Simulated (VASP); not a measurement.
**Ta2N: relaxation of cell and atoms with PBE**

Ta2N:

```
CELL_PARAMETERS angstrom
3.11286 0.00000 0.00000
-1.55643 2.69582 0.00000
0.00000 0.00000 4.86984
ATOMIC_POSITIONS crystal
Ta 0.66667 0.33333 0.74529
Ta 0.33333 0.66667 0.25471
N 0.00000 0.00000 0.00000
```

* Program: VASP 6.6.1
* Task: relaxation of cell and atoms
* Functional: PBE
* Potentials or basis: VASP PAW PBE potentials, release 64 (Ta_pv, N)
* Cutoff: 600 eV
* k mesh: 18 × 18 × 10
* Occupations: gaussian, width 0.1 eV
* Spin: no spin polarisation
* Dipole correction: no
* Further INCAR settings: ALGO = Normal; EDIFF = 1e-07; IBRION = 2; EDIFFG = -0.01; NSW = 100; ISIF = 3

```
Relaxed volume                        : 13.57 Å³/atom
Relaxed cell                          : a = 3.101 Å, b = 3.101 Å, c = 4.887 Å, α = 90.00°, β = 90.00°, γ = 120.00°
Space group after relaxing (to 0.1 Å) : P-3m1 (No. 164)
Energy gained by relaxing             : 0.4 meV/atom
Ionic steps                           : 5
Pressure after relaxing               : 0.0 GPa
Largest force after relaxing          : 0.008 eV/Å
Band gap on the k mesh                : zero (an odd number of electrons rules out a gap without spin polarisation)
```

Forces in eV/Å, atoms in the order of the input:
```
Ta   0.000  0.000 -0.008
Ta   0.000  0.000  0.008
N    0.000  0.000  0.000
```

Stress tensor (GPa, compression positive):
```
 0.03  0.00  0.00
 0.00  0.03  0.00
 0.00  0.00 -0.07
```

Step by step:
```csv
step,energy change (eV),largest force (eV/Å),pressure (GPa),volume (Å³)
1,0.0000,0.0131,-0.94,40.87
2,0.0015,0.0970,2.33,40.39
3,-0.0006,0.0424,0.20,40.70
4,-0.0010,0.0233,0.08,40.70
5,-0.0011,0.0082,0.00,40.70
```

Final structure:
```
Ta N
1.0
     3.10123    0.00000    0.00000
    -1.55062    2.68575    0.00000
     0.00000    0.00000    4.88694
Ta N
2 1
Direct
  0.66667 0.33333 0.74457
  0.33333 0.66667 0.25543
  0.00000 0.00000 0.00000
```

Levels at points of the mesh, in eV from the Fermi level:
```csv
k point,band 11,band 12,band 13,band 14,band 15,band 16
"(0.00, 0.00, 0.00)",-4.99,-0.71,-0.23,-0.23,0.25,0.34
"(0.50, 0.00, 0.00)",-4.55,-2.61,-1.36,1.67,1.95,3.77
"(0.00, 0.00, 0.50)",-2.94,-2.66,-1.08,-1.08,1.75,1.97
"(0.50, 0.00, 0.50)",-3.30,-2.16,-2.11,-0.34,0.73,3.37
```

It took 11 min on 1 thread of Intel(R) Xeon(R) Platinum 8488C (Sapphire Rapids), on a shared host, peak memory 0.41 GiB.

Caveat: spin-orbit coupling is left out, which moves the levels of the heavy elements.
